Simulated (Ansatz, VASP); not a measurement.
**C in VASP and in Ansatz**

```
CELL_PARAMETERS angstrom
-2.11730 -1.22243 0.01160
1.39167 0.00000 -3.33730
4.01258 -9.37199 2.19781
ATOMIC_POSITIONS crystal
C 0.78881 0.14430 0.06668
C 0.25548 0.27763 0.26668
C 0.72215 0.41097 0.46668
C 0.18881 0.54430 0.66668
C 0.65548 0.67763 0.86668
C 0.14452 0.72237 0.93332
C 0.27785 0.18903 0.13332
C 0.74452 0.32237 0.33332
C 0.21119 0.45570 0.53332
C 0.67785 0.58903 0.73332
```

Alike in both runs: task single point; functional LDA; k mesh 11 × 8 × 3; occupations gaussian, width 0.05 eV; no spin polarisation.

```csv
,VASP,Ansatz
version,VASP 6.6.1,Ansatz 0.2.0
potentials or method,"VASP PAW LDA potentials, release 64 (C), cutoff 520 eV","scalar-relativistic, plane waves, PAW"
valence electrons in the cell,40,40
```

Ansatz gave:

- gap on the k mesh at the Fermi level (eV): none
- pressure (GPa): -2.1
- traceless stress, the component that is largest in VASP (GPa): -2.92
- rms of the force components (eV/Å): 0.285

**Question.** Which values does VASP return?

**Answer.** gap on the k mesh at the Fermi level (eV): none; pressure (GPa): -1.3; traceless stress, the component that is largest in VASP (GPa): -3.79; rms of the force components (eV/Å): 0.274.

LDA's correlation is that of Perdew and Zunger in VASP and of Perdew and Wang (1992) in Ansatz. Atom by atom the forces differ by 0.017 eV/Å (rms over components). A gap of «none» marks a metal or a gap that the smearing closes.
